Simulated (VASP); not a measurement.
The system is Rb.

```
Rb
1.0
    -2.39736    2.39736    1.97386
     2.39736   -2.39736    1.97386
     2.39736    2.39736   -1.97386
Rb
1
Direct
  0.00000 0.00000 0.00000
```

```yaml
Program: VASP 6.6.1
Task: relaxation of cell and atoms
Functional: r2SCAN
Potentials_or_basis: VASP PAW PBE potentials, release 64 (Rb_sv)
Cutoff: 600 eV
k_mesh: 11 × 11 × 11
Occupations: fermi-dirac, width 0.1 eV
Spin: no spin polarisation
```

At the start: pressure 6.8 GPa; volume 45.38 Å³/atom.

Question: How do energy, volume and symmetry change on relaxing?

Answer: Over 14 steps the energy falls by 630.2 meV/atom and the volume is 94.49 Å³/atom (+108.2 %); space group I4/mmm (No. 139, to 0.1 Å) before and after.

Step by step:
| step | energy change (eV) | largest force (eV/Å) | pressure (GPa) | volume (Å³) |
| --- | --- | --- | --- | --- |
| 1 | 0.0000 | 0.0000 | 6.77 | 45.38 |
| 2 | -0.3939 | 0.0000 | 2.88 | 59.17 |
| 3 | -0.5952 | 0.0000 | 0.64 | 80.04 |
| 4 | -0.6196 | 0.0000 | 0.16 | 90.28 |
| 5 | -0.6223 | 0.0000 | 0.02 | 95.13 |
| 6 | -0.6223 | 0.0000 | -0.02 | 96.38 |
| 7 | -0.6235 | 0.0000 | -0.02 | 96.41 |
| 8 | -0.6263 | 0.0000 | -0.03 | 96.45 |
| 9 | -0.6294 | 0.0000 | -0.04 | 96.31 |
| 10 | -0.6292 | 0.0000 | -0.02 | 95.23 |
| 11 | -0.6300 | 0.0000 | -0.03 | 95.88 |
| 12 | -0.6300 | 0.0000 | -0.04 | 96.09 |
| 13 | -0.6300 | 0.0000 | -0.04 | 96.05 |
| 14 | -0.6302 | 0.0000 | 0.01 | 94.49 |

Final structure:
```cif
data_structure
_symmetry_space_group_name_H-M 'P 1'
_symmetry_Int_Tables_number 1
_cell_length_a 4.9706
_cell_length_b 4.9706
_cell_length_c 4.9706
_cell_angle_alpha 108.768
_cell_angle_beta 108.768
_cell_angle_gamma 110.887
_cell_volume 94.49
loop_
_atom_site_label
_atom_site_type_symbol
_atom_site_fract_x
_atom_site_fract_y
_atom_site_fract_z
_atom_site_occupancy
Rb1 Rb 0.00000 0.00000 0.00000 1
```

Caveat: the volume moved by over 15 % at a fixed basis, so the end points are rough; the PAW data sets were made with another functional, which shifts forces and pressure a little.
